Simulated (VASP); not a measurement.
A run of VASP 6.6.1 is set up as follows.

File INCAR:

```
SYSTEM = Hf3BiPt
ALGO = Fast
EDIFF = 1E-7
EDIFFG = -0.01
ENCUT = 600
GGA = PE
IBRION = 2
ISIF = 3
ISMEAR = 0
LASPH = .TRUE.
LCHARG = .FALSE.
LREAL = .FALSE.
LWAVE = .FALSE.
NELM = 80
NSW = 100
PREC = Accurate
SIGMA = 0.1
```

File KPOINTS:

```
k-points
0
G
  8 8 8
  0 0 0
```

POSCAR

```
Hf3BiPt
1.0
    5.1037385832      0.0000000000      0.0000000000
    0.0000000000      5.1037385832      0.0000000000
    0.0000000000      0.0000000000      5.1037385832
Hf Bi Pt
3 1 1
Direct
    0.0000000000      0.5000000000      0.5000000000
    0.5000000000      0.0000000000      0.5000000000
    0.5000000000      0.5000000000      0.0000000000
    0.0000000000      0.0000000000      0.0000000000
    0.5000000000      0.5000000000      0.5000000000
```

Potentials or basis: VASP PAW PBE potentials, release 64 (Hf_pv, Bi_d, Pt).

Command:

```console
$ cat potpaw_PBE.64/Hf_pv/POTCAR potpaw_PBE.64/Bi_d/POTCAR potpaw_PBE.64/Pt/POTCAR > POTCAR
$ mpirun -np 1 vasp_std > vasp.out
```

Task: Estimate the band gap on the k mesh.

Result: Zero (an odd number of electrons rules out a gap without spin polarisation).

Task: What does it give for the relaxed cell?

Result: a = 5.092 Å, b = 5.092 Å, c = 5.092 Å, α = 90.00°, β = 90.00°, γ = 90.00°.

Task: Estimate the space group after relaxing (to 0.1 Å).

Result: Pm-3m (No. 221).

Task: What does it give for the relaxed volume?

Result: 26.41 Å³/atom.

Step by step:
| step | energy change (eV) | largest force (eV/Å) | pressure (GPa) | volume (Å³) |
| --- | --- | --- | --- | --- |
| 1 | 0.0000 | 0.0000 | -0.66 | 132.94 |
| 2 | 0.0017 | 0.0000 | 0.95 | 130.85 |
| 3 | -0.0018 | 0.0000 | 0.00 | 132.07 |

Caveat: spin-orbit coupling is left out, which moves the levels of the heavy elements.
